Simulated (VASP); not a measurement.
# BaS (F-43m) in VASP: single point with HSE06

Aim: the single point of BaS with HSE06.

All numbers are computed with VASP 6.6.1; they aren't measurements. Logs are shortened: lines on timing, memory, paths and dates and some standing lists are left out, and cuts for length are marked.

## 1. The cell of the first run

It takes space group F-43m (No. 216, cubic). The conventional cell has a = 7.039 Å, b = 7.039 Å, c = 7.039 Å, α = 90.00°, β = 90.00°, γ = 90.00°. Ba (site symmetry -43m) has 4 S at 3.05 Å within 4.0 Å. S (site symmetry -43m) has 4 Ba at 3.05 Å within 4.0 Å.

## 2. Single point, HSE06

Contents of POSCAR:

```
BaS
1.0
    0.0000000000      3.5194117709      3.5194117709
    3.5194117709      0.0000000000      3.5194117709
    3.5194117709      3.5194117709      0.0000000000
Ba S
1 1
Direct
    0.0000000000      0.0000000000      0.0000000000
    0.2500000000      0.2500000000      0.2500000000
```

Contents of INCAR.step1:

```
  ALGO = Normal
  EDIFF = 1E-5
  ENCUT = 520
  GGA = PE
  ISIF = 2
  ISMEAR = 0
  LASPH = T
  LCHARG = F
  LREAL = F
  LWAVE = T
  NBANDS = 15
  NELM = 100
  PREC = Accurate
  SIGMA = 0.01
```

Contents of INCAR.step2:

```
  ALGO = Normal
  EDIFF = 1E-6
  ENCUT = 520
  GGA = PE
  HFSCREEN = 0.2079
  ISIF = 2
  ISMEAR = 0
  ISTART = 1
  LASPH = T
  LCHARG = F
  LHFCALC = T
  LREAL = F
  LWAVE = F
  NBANDS = 15
  NELM = 100
  PREC = Accurate
  PRECFOCK = Normal
  SIGMA = 0.01
```

Contents of KPOINTS:

```
k-points
0
Gamma
  4 4 4
```

Potentials or basis: VASP PAW PBE potentials, release 64 (Ba_sv, S).

Started as:

```
$ cat potpaw_PBE.64/Ba_sv/POTCAR potpaw_PBE.64/S/POTCAR > POTCAR
$ cp INCAR.step1 INCAR
$ mpirun -np 1 vasp_std > vasp.out
$ cp INCAR.step2 INCAR
$ mpirun -np 1 vasp_std > vasp.out
```

OUTCAR:

```text
EDIFF = 1E-6
   ENCUT = 520
   GGA = PE
   HFSCREEN = 0.2079
   ISIF = 2
   ISMEAR = 0
   ISTART = 1
   LASPH = T
   LHFCALC = T
   LREAL = F
   NELM = 100
   PREC = Accurate
   PRECFOCK = Normal

 ion  position               nearest neighbor table
   1  0.000  0.000  0.000-   2 3.05   2 3.05   2 3.05   2 3.05
   2  0.250  0.250  0.250-   1 3.05   1 3.05   1 3.05   1 3.05

  LATTYP: Found a face centered cubic cell.
 ALAT       =     7.0388235418

  Lattice vectors:

 A1 = (   0.0000000000,   3.5194117709,   3.5194117709)
 A2 = (   3.5194117709,   0.0000000000,   3.5194117709)
 A3 = (   3.5194117709,   3.5194117709,   0.0000000000)

Analysis of symmetry for initial positions (statically):
=====================================================================
 Subroutine PRICEL returns:
 Original cell was already a primitive cell.

 Routine SETGRP: Setting up the symmetry group for a
 face centered cubic supercell.

 Subroutine GETGRP returns: Found 24 space group operations
 (whereof 24 operations were pure point group operations)
 out of a pool of 48 trial point group operations.

The static configuration has the point symmetry T_d .

Analysis of symmetry for dynamics (positions and initial velocities):
=====================================================================
 Subroutine PRICEL returns:
 Original cell was already a primitive cell.

 Routine SETGRP: Setting up the symmetry group for a
 face centered cubic supercell.

 Subroutine GETGRP returns: Found 24 space group operations
 (whereof 24 operations were pure point group operations)
 out of a pool of 48 trial point group operations.

The dynamic configuration has the point symmetry T_d .

 Subroutine INISYM returns: Found 24 space group operations
 (whereof 24 operations are pure point group operations),
 and found     1 'primitive' translations

----------------------------------------------------------------------------------------

                                     Primitive cell

  volume of cell :      87.1847

  direct lattice vectors                    reciprocal lattice vectors
     0.000000000  3.519411771  3.519411771    -0.142069196  0.142069196  0.142069196
     3.519411771  0.000000000  3.519411771     0.142069196 -0.142069196  0.142069196
     3.519411771  3.519411771  0.000000000     0.142069196  0.142069196 -0.142069196

  length of vectors
     4.977199858  4.977199858  4.977199858     0.246071065  0.246071065  0.246071065

[... 82 lines left out ...]
     AMIX     =   0.40;   BMIX     =  1.00
     AMIX_MAG =   1.60;   BMIX_MAG =  1.00
  volume/ion in A,a.u.               =      43.59       294.18
  Fermi-wavevector in a.u.,A,eV,Ry     =   0.930325  1.758060 11.775908  0.865505
  Thomas-Fermi vector in A             =   2.056702
   LORBIT       =      0    0 simple, 1 ext, 2 COOP (PROOUT), +10 PAW based schemes
   GGA     = PE    functional components
   LHFCALC =     T    Hartree Fock is set to
   PRECFOCK=normal    Normal, Fast or Accurate (Low or Medium for compatibility)
   ENCUT4O =  -1.0   cutoff for four orbital integrals eV
   NKREDX  =     1    reduce k-point grid by
   NKREDY  =     1    reduce k-point grid by
   NKREDZ  =     1    reduce k-point grid by
   AEXX    =    0.2500 exact exchange contribution
   HFSCREEN=    0.2079 screening length (either q_TF or 0.3 A-1)
   HFSCREENC=   0.2079 screening length for correlation (either q_TF or 0.3 A-1)
   ENCUTFOCK=  -1.0 apply spherical cutoff to Coloumb kernel
   IVDW    =     0    specifies the selected vdW correction
   LEPSILON=     F    determine dielectric tensor
   LRPA    =     F    only Hartree local field effects (RPA)
 non-spin polarized calculation
 Gauss-broadening in eV      SIGMA  =   0.01
  energy-cutoff  :      520.00
  volume of cell :       87.18
 maximum number of plane-waves:      2397
 NGX is ok and might be reduce to    40
  NGX = 28; NGY = 28; NGZ = 28

 number of electron      15.9999999 magnetization

 Free energy of the ion-electron system (eV)
  ---------------------------------------------------
  ext. energy  EPLUGINS =         0.00000000
  ---------------------------------------------------
  free energy    TOTEN  =       -11.04544129 eV

  energy without entropy =      -11.04544129  energy(sigma->0) =      -11.04544129

 E-fermi :  -0.7853     XC(G=0):  -6.0431

 val. band max:       -0.8377375823   @ k =  -0.2500   0.5000   0.2500
 cond. band min:       2.8075413377   @ k =   0.0000   0.0000   0.0000
 fundamental gap:      3.6452789200
 Fermi energy:        -0.7853394200

 k-point     1 :       0.0000    0.0000    0.0000
  band No.  band energies     occupation
      1     -28.6519      2.00000
      2     -12.7790      2.00000
      3     -12.7790      2.00000
      4     -12.7790      2.00000
      5     -11.7754      2.00000
      6      -1.5483      2.00000
      7      -1.5483      2.00000
      8      -1.5483      2.00000
      9       2.8075      0.00000
     10       5.3473      0.00000
     11       5.3473      0.00000
     12       7.2888      0.00000
     13       7.2888      0.00000
     14       7.2888      0.00000
[... 113 lines left out ...]
      2     -13.6730      2.00000
      3     -12.9420      2.00000
      4     -12.8972      2.00000
      5     -10.7003      2.00000
      6      -1.4734      2.00000
      7      -1.3754      2.00000
      8      -0.8377      2.00000
      9       3.5014      0.00000
     10       4.4740      0.00000
     11       6.2627      0.00000
     12       6.6981      0.00000
     13       7.8470      0.00000
     14       8.8009      0.00000
     15       9.0025      0.00000

------------------------ aborting loop because EDIFF is reached ----------------------------------------

  FORCE on cell =-STRESS in cart. coord.  units (eV):
  Direction    XX          YY          ZZ          XY          YZ          ZX
  --------------------------------------------------------------------------------------
  -------------------------------------------------------------------------------------
  Total        0.0856306      0.0856306      0.0856306      0.0000000      0.0000000      0.0000000
  in kB        1.5736186      1.5736186      1.5736186      0.0000000      0.0000000      0.0000000
  external PRESSURE =       1.5736186 kB  Pullay stress =       0.0000000 kB

 VOLUME and BASIS-vectors are now :
 -----------------------------------------------------------------------------
  energy-cutoff  :      520.00
  volume of cell :       87.18
      direct lattice vectors                 reciprocal lattice vectors
     0.000000000  3.519411771  3.519411771    -0.142069196  0.142069196  0.142069196
     3.519411771  0.000000000  3.519411771     0.142069196 -0.142069196  0.142069196
     3.519411771  3.519411771  0.000000000     0.142069196  0.142069196 -0.142069196

 POSITION                                       TOTAL-FORCE (eV/Angst)
 -----------------------------------------------------------------------------------
      0.00000      0.00000      0.00000         0.000000      0.000000      0.000000
      1.75971      1.75971      1.75971        -0.000000     -0.000000     -0.000000
 -----------------------------------------------------------------------------------
    total drift:                                0.000007      0.000001     -0.000007

  FREE ENERGIE OF THE ION-ELECTRON SYSTEM (eV)
  ---------------------------------------------------
  free  energy   TOTEN  =       -11.0454412918 eV

  energy  without entropy=      -11.0454412918  energy(sigma->0) =      -11.04544129
```

Wall time 7.3 min (1 thread of Intel Xeon Platinum 8259CL at 2.50GHz (Skylake/Cascade Lake), shared host); peak memory 0.35 GiB.

Results:

* Free energy: -11.0454 eV
* Pressure: 0.2 GPa
* Band gap on the k mesh: 3.65 eV (least direct gap 4.34 eV)

Levels at points of the mesh, in eV from the valence-band top:
```tsv
k point	band 4	band 5	band 6	band 7	band 8	band 9	band 10	band 11	band 12	band 13
(0.00, 0.00, 0.00)	-11.94	-10.94	-0.71	-0.71	-0.71	3.65	6.18	6.18	8.13	8.13
(0.50, 0.00, 0.00)	-11.99	-10.11	-0.63	-0.43	-0.43	5.45	6.35	6.35	6.39	7.55
(0.50, 0.50, 0.00)	-12.06	-9.88	-1.13	-0.01	-0.01	4.38	5.58	7.47	7.47	7.59
```

Caveat: the PAW data sets were made with another functional, which shifts forces and pressure a little; spin-orbit coupling is left out, which moves the levels of the heavy elements. A k mesh can miss the band edges.
